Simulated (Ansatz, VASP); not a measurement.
**Mg: VASP beside Ansatz**

File INCAR:

```
PREC = Accurate ; ENCUT = 520
EDIFF = 1E-6 ; ISMEAR = 0
SIGMA = 0.15 ; LREAL = F
LASPH = T ; NELM = 80
ALGO = Fast ; ISIF = 2
LWAVE = F ; LCHARG = F
GGA = PE ; NBANDS = 7
```

Contents of KPOINTS:

```
Automatic mesh
0
Gamma
  20 20 20
```

File POSCAR:

```
Mg
1.0
   -1.9446879477      1.9446879477      1.5998947746
    1.9446879477     -1.9446879477      1.5998947746
    1.9446879477      1.9446879477     -1.5998947746
Mg
1
Direct
    0.0000000000      0.0000000000      0.0000000000
```

Input for Ansatz:

```yaml
crystal:
  lattice:
    - [-1.9446879477, 1.9446879477, 1.5998947746]
    - [1.9446879477, -1.9446879477, 1.5998947746]
    - [1.9446879477, 1.9446879477, -1.5998947746]
  atoms:
    - { symbol: Mg, position: [0.0, 0.0, 0.0] }
basis:
  ecutwfc: 520.0
kpoints:
  mp_grid: { grid: [20, 20, 20] }
hamiltonian:
  xc: pbe
  pseudopotentials: { kind: paw }
scf:
  occupations: { method: gaussian, width: 0.15 }
output:
  forces: true
  stress: true
  eigenvalues: true
```

Alike in both runs: task single point; functional PBE; k mesh 20 × 20 × 20; occupations gaussian, width 0.15 eV; no spin polarisation.

|  | VASP | Ansatz |
| --- | --- | --- |
| version | VASP 6.6.1 | Ansatz 0.2.0 |
| potentials or method | VASP PAW PBE potentials, release 64 (Mg), cutoff 520 eV | scalar-relativistic, plane waves, PAW |
| valence electrons in the cell | 2 | 10 |

|  | VASP | Ansatz | Ansatz less VASP |
| --- | --- | --- | --- |
| gap on the k mesh at the Fermi level (eV) | none | none | - |
| pressure (GPa) | -1.3 | -1.2 | +0.11 |
| traceless stress, the component that is largest in VASP (GPa) | 1.17 | 1.18 | +0.010 |

A gap of «none» marks a metal or a gap that the smearing closes. VASP's potentials hold 2 valence electrons a cell and Ansatz's 10, so a difference there can come from the potentials and not from the codes.
